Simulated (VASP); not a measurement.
# SnSe: single point with PBE+D3(BJ)

Crystal: SnSe.

```
CELL_PARAMETERS angstrom
4.08130 0.00000 0.00000
0.00000 4.08130 0.00000
0.00000 0.00000 5.68450
ATOMIC_POSITIONS crystal
Sn 0.50000 0.00000 0.25009
Sn 0.00000 0.50000 0.74991
Se 0.50000 0.00000 0.74994
Se 0.00000 0.50000 0.25006
```

```json
{
  "Program": "VASP 6.6.1",
  "Task": "single point",
  "Functional": "PBE",
  "Dispersion": "D3(BJ)",
  "Potentials or basis": "VASP PAW PBE potentials, release 64 (Sn_d, Se)",
  "Cutoff": "520 eV",
  "k mesh": "8 × 8 × 6",
  "Occupations": "gaussian, width 0.03 eV",
  "Spin": "no spin polarisation",
  "Dipole correction": "no",
  "Further INCAR settings": "ALGO = Normal; EDIFF = 1e-06; NBANDS = 28"
}
```

* Pressure: 8.3 GPa
* Largest force: 0.003 eV/Å
* Band gap on the k mesh: 0.25 eV
* Dispersion energy per atom: -0.408 eV

Forces in eV/Å, atoms in the order of the input:
```
Sn   0.000  0.000 -0.003
Sn   0.000  0.000  0.003
Se   0.000  0.000  0.003
Se   0.000  0.000 -0.003
```

Stress tensor (GPa, compression positive):
```
 7.14  0.00  0.00
 0.00  7.14  0.00
 0.00  0.00 10.53
```

Levels at points of the mesh, in eV from the valence-band top:
```
           k point  band 18  band 19  band 20  band 21  band 22  band 23
(0.00, 0.00, 0.00)    -2.87    -2.71    -2.71     2.33     4.59     4.59
(0.50, 0.00, 0.00)    -2.69    -0.80    -0.80     1.38     1.38     1.65
(0.50, 0.50, 0.00)    -4.57    -4.38    -4.38     2.39     2.39     5.86
(0.00, 0.00, 0.50)    -3.71    -1.84    -1.83     2.40     2.41     3.35
(0.50, 0.00, 0.50)    -2.45    -0.26    -0.26     0.94     0.94     1.04
(0.50, 0.50, 0.50)    -5.72    -0.77    -0.77     1.54     1.54     4.81
```

It took 73 s on 1 thread of Intel(R) Xeon(R) 6975P-C (Granite Rapids), with other jobs on the host, peak memory 0.28 GiB.

Caveat: spin-orbit coupling is left out, which moves the levels of the heavy elements. A k mesh can miss the band edges.
